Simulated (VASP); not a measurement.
H18CO10: single point with PBE+D3(BJ)

The system is H18CO10.

```
O H C
1.0
     6.48478    0.00000    0.00000
     0.00000    6.48478    0.00000
     0.00000    0.00000    6.48478
O H C
10 18 1
Direct
  0.24718 0.96413 0.16802
  0.98238 0.60802 0.68636
  0.83203 0.78535 0.36071
  0.56562 0.77420 0.93134
  0.17202 0.12668 0.56347
  0.76289 0.10875 0.68470
  0.35061 0.41477 0.85187
  0.71347 0.16381 0.20101
  0.23601 0.49672 0.24428
  0.54244 0.43655 0.41745
  0.13823 0.88441 0.10116
  0.37474 0.90514 0.11177
  0.95300 0.69441 0.56744
  0.86850 0.54352 0.73787
  0.78334 0.91419 0.30644
  0.73176 0.69268 0.30164
  0.64733 0.86404 0.84171
  0.57556 0.63341 0.88393
  0.09454 0.23908 0.50026
  0.20755 0.03645 0.43547
  0.90776 0.10833 0.65133
  0.69395 0.08699 0.55550
  0.21574 0.48182 0.82057
  0.34387 0.28456 0.77967
  0.63523 0.27922 0.26113
  0.73167 0.18038 0.05383
  0.30416 0.42649 0.13310
  0.30886 0.62331 0.51994
  0.37070 0.52420 0.39869
```

- Program: VASP 6.6.1
- Task: single point
- Functional: PBE
- Dispersion: D3(BJ)
- Potentials or basis: VASP PAW PBE potentials, release 64 (O, H, C)
- Cutoff: 520 eV
- k mesh: 1 × 1 × 1
- Occupations: fermi-dirac, width 0.05 eV
- Spin: no spin polarisation
- Dipole correction: no
- Further INCAR settings: LREAL = Auto; ALGO = Normal; EDIFF = 1e-06; NBANDS = 61

```yaml
Pressure: 1.5 GPa
Largest_force: 4.080 eV/Å
Dispersion_energy_per_atom: -0.040 eV
```

Forces in eV/Å, atoms in the order of the input:
```
O   -0.115 -0.046  0.093
O    4.009  0.747  0.135
O    0.239 -0.549  0.039
O    0.034  0.542  0.547
O    0.221 -0.897 -1.371
O   -0.899  0.026  1.210
O   -0.502  0.668  0.727
O    0.558 -0.865 -0.261
O    0.282  1.102  2.122
O   -1.603  1.389 -0.356
H    0.069  0.084  0.277
H    0.097  0.025 -0.237
H   -0.866  0.243 -0.553
H   -3.018 -1.432  0.788
H   -0.022  1.537 -0.541
H   -0.061 -0.717 -0.013
H    0.194  0.076 -0.157
H   -0.360 -0.341 -0.335
H    0.223  0.188 -0.190
H   -0.352  0.986  1.059
H    0.946 -0.403 -0.079
H   -0.260  0.031 -0.348
H    0.463 -0.050 -0.182
H   -0.096 -0.596 -0.358
H   -0.114  0.290 -0.056
H   -0.150  0.104 -0.051
H    0.588 -1.128 -1.891
H   -0.050  0.199  0.164
C    0.545 -1.211 -0.180
```

Stress tensor (GPa, compression positive):
```
 1.20  0.81 -1.78
 0.81  2.48  0.06
-1.78  0.06  0.82
```

Levels at points of the mesh, in eV from the Fermi level:
```
           k point  band 39  band 40  band 41  band 42  band 43  band 44
(0.00, 0.00, 0.00)    -1.41    -1.29    -1.25     3.45     3.86     6.76
```

Run time: 82 s on 1 thread of Intel Xeon 8259CL (shared host), peak memory 0.31 GiB.

Caveat: the k points lie up to 0.97 Å⁻¹ apart.
